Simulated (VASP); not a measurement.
# BiN (F-43m) in VASP: single point with HSE06

Aim: the single point of BiN with HSE06.

Everything below comes from runs of VASP 6.6.1. Logs are shortened: lines on timing, memory, paths and dates and some standing lists are left out, and cuts for length are marked.

**1. The cell of the first run**

Symmetry: F-43m, No. 216, cubic system. The conventional cell has a = 5.552 Å, b = 5.552 Å, c = 5.552 Å, α = 90.00°, β = 90.00°, γ = 90.00°. Bi (site symmetry -43m) has 4 N at 2.40 Å within 3.2 Å. Within 3.2 Å of N (site symmetry -43m) lie 4 Bi at 2.40 Å.

**2. Single point, HSE06**

File POSCAR:

```
BiN
1.0
    0.0000000000      2.7761039627      2.7761039627
    2.7761039627      0.0000000000      2.7761039627
    2.7761039627      2.7761039627      0.0000000000
Bi N
1 1
Direct
    0.0000000000      0.0000000000      0.0000000000
    0.2500000000      0.2500000000      0.2500000000
```

File INCAR.step1:

```
SYSTEM = BiN
PREC = Accurate
ENCUT = 520
EDIFF = 1E-5
ISMEAR = 0
SIGMA = 0.05
LREAL = .False.
LASPH = .True.
NELM = 80
ALGO = Normal
ISIF = 2
LWAVE = .True.
LCHARG = .False.
NBANDS = 17
GGA = PE
```

File INCAR.step2:

```
SYSTEM = BiN
PREC = Accurate
ENCUT = 520
EDIFF = 1E-6
ISMEAR = 0
SIGMA = 0.05
LREAL = .False.
LASPH = .True.
NELM = 80
ALGO = Normal
ISIF = 2
LWAVE = .False.
LCHARG = .False.
GGA = PE
LHFCALC = .True.
HFSCREEN = 0.2079
PRECFOCK = Normal
NBANDS = 17
ISTART = 1
```

File KPOINTS:

```
regular mesh
0
Gamma
  6 6 6
  0 0 0
```

Potentials or basis: VASP PAW PBE potentials, release 64 (Bi_d, N).

Started as:

```bash
$ cat potpaw_PBE.64/Bi_d/POTCAR potpaw_PBE.64/N/POTCAR > POTCAR
$ cp INCAR.step1 INCAR
$ mpirun -np 1 vasp_std > vasp.out
$ cp INCAR.step2 INCAR
$ mpirun -np 1 vasp_std > vasp.out
```

OUTCAR:

```text
SYSTEM = BiN
   PREC = Accurate
   ENCUT = 520
   EDIFF = 1E-6
   ISMEAR = 0
   LREAL = .False.
   LASPH = .True.
   NELM = 80
   ISIF = 2
   GGA = PE
   LHFCALC = .True.
   HFSCREEN = 0.2079
   PRECFOCK = Normal
   ISTART = 1

 ion  position               nearest neighbor table
   1  0.000  0.000  0.000-   2 2.40   2 2.40   2 2.40   2 2.40
   2  0.250  0.250  0.250-   1 2.40   1 2.40   1 2.40   1 2.40

  LATTYP: Found a face centered cubic cell.
 ALAT       =     5.5522079254

  Lattice vectors:

 A1 = (   0.0000000000,   2.7761039627,   2.7761039627)
 A2 = (   2.7761039627,   0.0000000000,   2.7761039627)
 A3 = (   2.7761039627,   2.7761039627,   0.0000000000)

Analysis of symmetry for initial positions (statically):
=====================================================================
 Subroutine PRICEL returns:
 Original cell was already a primitive cell.

 Routine SETGRP: Setting up the symmetry group for a
 face centered cubic supercell.

 Subroutine GETGRP returns: Found 24 space group operations
 (whereof 24 operations were pure point group operations)
 out of a pool of 48 trial point group operations.

The static configuration has the point symmetry T_d .

Analysis of symmetry for dynamics (positions and initial velocities):
=====================================================================
 Subroutine PRICEL returns:
 Original cell was already a primitive cell.

 Routine SETGRP: Setting up the symmetry group for a
 face centered cubic supercell.

 Subroutine GETGRP returns: Found 24 space group operations
 (whereof 24 operations were pure point group operations)
 out of a pool of 48 trial point group operations.

The dynamic configuration has the point symmetry T_d .

 Subroutine INISYM returns: Found 24 space group operations
 (whereof 24 operations are pure point group operations),
 and found     1 'primitive' translations

----------------------------------------------------------------------------------------

                                     Primitive cell

  volume of cell :      42.7895

  direct lattice vectors                    reciprocal lattice vectors
     0.000000000  2.776103963  2.776103963    -0.180108529  0.180108529  0.180108529
     2.776103963  0.000000000  2.776103963     0.180108529 -0.180108529  0.180108529
     2.776103963  2.776103963  0.000000000     0.180108529  0.180108529 -0.180108529

  length of vectors
     3.926003875  3.926003875  3.926003875     0.311957122  0.311957122  0.311957122

[... 80 lines left out ...]
   TEBEG  =    0.0;   TEEND  =   0.0 temperature during run
   PSTRESS=    0.0 pullay stress
   NELECT =      20.0000    total number of electrons
   NUPDOWN=      -1.0000    fix difference up-down
   EMIN   =  10.00;   EMAX   =-10.00  energy-range for DOS
   EFERMI =   0.00;   METHOD = LEGACY
   ISMEAR =     0;   SIGMA  =   0.05  broadening in eV -4-tet -1-fermi 0-gaus
   EFERMI_NEDOS =   21; number of points for ismear=-14 and -15
   IALGO  =     38    algorithm
   IMIX   =      1    mixing-type and parameters
     AMIX     =   0.40;   BMIX     =  1.00
     AMIX_MAG =   1.60;   BMIX_MAG =  1.00
  volume/ion in A,a.u.               =      21.39       144.38
  Fermi-wavevector in a.u.,A,eV,Ry     =   1.270493  2.400885 21.961894  1.614154
  Thomas-Fermi vector in A             =   2.403478
   LORBIT       =      0    0 simple, 1 ext, 2 COOP (PROOUT), +10 PAW based schemes
   GGA     = PE    functional components
   LHFCALC =     T    Hartree Fock is set to
   PRECFOCK=normal    Normal, Fast or Accurate (Low or Medium for compatibility)
   ENCUT4O =  -1.0   cutoff for four orbital integrals eV
   NKREDX  =     1    reduce k-point grid by
   NKREDY  =     1    reduce k-point grid by
   NKREDZ  =     1    reduce k-point grid by
   AEXX    =    0.2500 exact exchange contribution
   HFSCREEN=    0.2079 screening length (either q_TF or 0.3 A-1)
   HFSCREENC=   0.2079 screening length for correlation (either q_TF or 0.3 A-1)
   ENCUTFOCK=  -1.0 apply spherical cutoff to Coloumb kernel
   IVDW    =     0    specifies the selected vdW correction
   LEPSILON=     F    determine dielectric tensor
   LRPA    =     F    only Hartree local field effects (RPA)
 non-spin polarized calculation
 Gauss-broadening in eV      SIGMA  =   0.05
  energy-cutoff  :      520.00
  volume of cell :       42.79
 maximum number of plane-waves:      1167
 NGX is ok and might be reduce to    30
  NGX = 24; NGY = 24; NGZ = 24

 number of electron      20.0000007 magnetization

 Free energy of the ion-electron system (eV)
  ---------------------------------------------------
  ext. energy  EPLUGINS =         0.00000000
  ---------------------------------------------------
  free energy    TOTEN  =       -12.69005299 eV

  energy without entropy =      -12.68880434  energy(sigma->0) =      -12.68942866

 E-fermi :   6.2027     XC(G=0):  -8.1555

 val. band max:        6.0612991419   @ k =   0.3333   0.3333   0.0000
 cond. band min:       6.2264964613   @ k =  -0.3333   0.5000   0.1667
 fundamental gap:      0.1651973194
 Fermi energy:         6.2026514240

 k-point     1 :       0.0000    0.0000    0.0000
  band No.  band energies     occupation
      1     -19.0772      2.00000
      2     -19.0772      2.00000
      3     -19.0772      2.00000
      4     -19.0172      2.00000
      5     -19.0172      2.00000
      6     -11.6095      2.00000
[... 297 lines left out ...]
      4     -19.0034      2.00000
      5     -18.9993      2.00000
      6      -9.2549      2.00000
[... 9 lines left out ...]
     16      18.7619      0.00000
     17      20.5027      0.00000

------------------------ aborting loop because EDIFF is reached ----------------------------------------

  FORCE on cell =-STRESS in cart. coord.  units (eV):
  Direction    XX          YY          ZZ          XY          YZ          ZX
  --------------------------------------------------------------------------------------
  -------------------------------------------------------------------------------------
  Total       -0.7891299     -0.7891299     -0.7891299      0.0000000     -0.0000000      0.0000000
  in kB      -29.5475783    -29.5475783    -29.5475783      0.0000000     -0.0000000      0.0000000
  external PRESSURE =     -29.5475783 kB  Pullay stress =       0.0000000 kB

 VOLUME and BASIS-vectors are now :
 -----------------------------------------------------------------------------
  energy-cutoff  :      520.00
  volume of cell :       42.79
      direct lattice vectors                 reciprocal lattice vectors
     0.000000000  2.776103963  2.776103963    -0.180108529  0.180108529  0.180108529
     2.776103963  0.000000000  2.776103963     0.180108529 -0.180108529  0.180108529
     2.776103963  2.776103963  0.000000000     0.180108529  0.180108529 -0.180108529

 POSITION                                       TOTAL-FORCE (eV/Angst)
 -----------------------------------------------------------------------------------
      0.00000      0.00000      0.00000         0.000000      0.000000     -0.000000
      1.38805      1.38805      1.38805        -0.000000     -0.000000      0.000000
 -----------------------------------------------------------------------------------
    total drift:                               -0.000003     -0.000007     -0.000005

  FREE ENERGIE OF THE ION-ELECTRON SYSTEM (eV)
  ---------------------------------------------------
  free  energy   TOTEN  =       -12.6900529894 eV

  energy  without entropy=      -12.6888043379  energy(sigma->0) =      -12.68942866
```

Run time: 44 min. Hardware: 1 thread of Intel Xeon Platinum 8259CL at 2.50GHz (Skylake/Cascade Lake), shared host; peak memory 0.29 GiB.

What came out:

```yaml
Free_energy: -12.6901 eV
Pressure: -3.0 GPa
Band_gap_on_the_k_mesh: zero (bands 10 and 11 overlap by 0.59 eV)
```

Caveat: the PAW data sets were made with another functional, which shifts forces and pressure a little; spin-orbit coupling is left out, which moves the levels of the heavy elements.

The gap in the log of VASP goes by the Fermi energy; the results here count the filled bands.